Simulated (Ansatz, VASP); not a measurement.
**One calculation of Cu, two programs**

File INCAR:

```
ALGO = Normal ; EDIFF = 1E-6
ENCUT = 820 ; GGA = PE
GGA_COMPAT = F ; ISIF = 2
ISMEAR = 0 ; LASPH = T
LCHARG = T ; LELF = T
LREAL = F ; LVHAR = T
LWAVE = F ; NBANDS = 16
NELM = 120 ; PREC = Accurate
SIGMA = 0.020999999999999998
```

The input KPOINTS:

```
k-points
0
Gamma
  13 13 13
```

POSCAR

```
Cu
1.0
   -1.4427933200      1.4427933200      1.3760814500
    1.4427933200     -1.4427933200      1.3760814500
    1.4427933200      1.4427933200     -1.3760814500
Cu
1
Direct
    0.0000000000      0.0000000000      0.0000000000
```

The input input.yaml:

```yaml
crystal:
  lattice:
    - [-1.44279332, 1.44279332, 1.37608145]
    - [1.44279332, -1.44279332, 1.37608145]
    - [1.44279332, 1.44279332, -1.37608145]
  atoms:
    - { symbol: Cu, position: [0.0, 0.0, 0.0] }
hamiltonian:
  xc: pbe
  pseudopotentials: { kind: paw }
kpoints:
  mp_grid: { grid: [13, 13, 13] }
scf:
  occupations: { method: gaussian, width: 0.021 }
output:
  forces: true
  stress: true
  eigenvalues: true
```

Alike in both runs: task single point; functional PBE; k mesh 13 × 13 × 13; occupations gaussian, width 0.021 eV; no spin polarisation.

```csv
,VASP,Ansatz
version,VASP 6.6.1,Ansatz 0.2.0
potentials or method,"VASP PAW PBE potentials, release 64 (Cu_sv_GW)",Ansatz PAW
plane-wave cutoff (eV),820,420
valence electrons in the cell,19,19
```

```csv
,VASP,Ansatz,Ansatz less VASP
gap on the k mesh at the Fermi level (eV),none,none,-
pressure (GPa),6.2,7.2,+1.03
"traceless stress, the component that is largest in VASP (GPa)",0.20,0.19,-0.008
```

A gap of «none» marks a metal or a gap that the smearing closes.
